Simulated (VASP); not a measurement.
Here is a VASP 6.6.1 calculation.

The input INCAR:

```
SYSTEM = SrCl2
PREC     = Accurate       ! precision mode
ENCUT    = 520            ! plane-wave cutoff, eV
EDIFF    = 1E-6           ! SCF threshold, eV
ISMEAR   = 0              ! smearing method
SIGMA    = 0.05           ! smearing width, eV
LREAL    = .False.        ! projectors in reciprocal space
LASPH    = .True.         ! aspherical terms in the spheres
NELM     = 80             ! most SCF steps
ALGO     = Normal         ! electronic algorithm
ISIF     = 2              ! what is computed and relaxed
LWAVE    = .False.        ! write WAVECAR
LCHARG   = .False.        ! write CHGCAR
GGA      = PE             ! functional
NBANDS   = 19             ! bands
```

Contents of KPOINTS:

```
Automatic mesh
0
Gamma
  6 6 6
  0 0 0
```

POSCAR

```
SrCl2
1.0
   -0.3679527998      3.3115751979      3.3115751979
    3.3115751979     -0.3679527998      3.3115751979
    3.3115751979      3.3115751979     -0.3679527998
Sr Cl
1 2
Direct
    0.0000000000      0.0000000000      0.0000000000
    0.2500000000      0.2500000000      0.2500000000
    0.7500000000      0.7500000000      0.7500000000
```

Potentials or basis: VASP PAW PBE potentials, release 64 (Sr_sv, Cl).

The run is started by

```sh
$ cat potpaw_PBE.64/Sr_sv/POTCAR potpaw_PBE.64/Cl/POTCAR > POTCAR
$ mpirun -np 1 vasp_std > vasp.out
```

Problem. Predict the band gap on the k mesh.

Solution. 5.33 eV, indirect (least direct gap 5.58 eV).

Problem. What does it give for the pressure?

Solution. 3.0 GPa.

Problem. What does it give for the largest force?

Solution. 0.942 eV/Å.

Stress tensor (GPa, compression positive):
```
2.96 3.22 3.22
3.22 2.96 3.22
3.22 3.22 2.96
```

 A k mesh can miss the band edges.
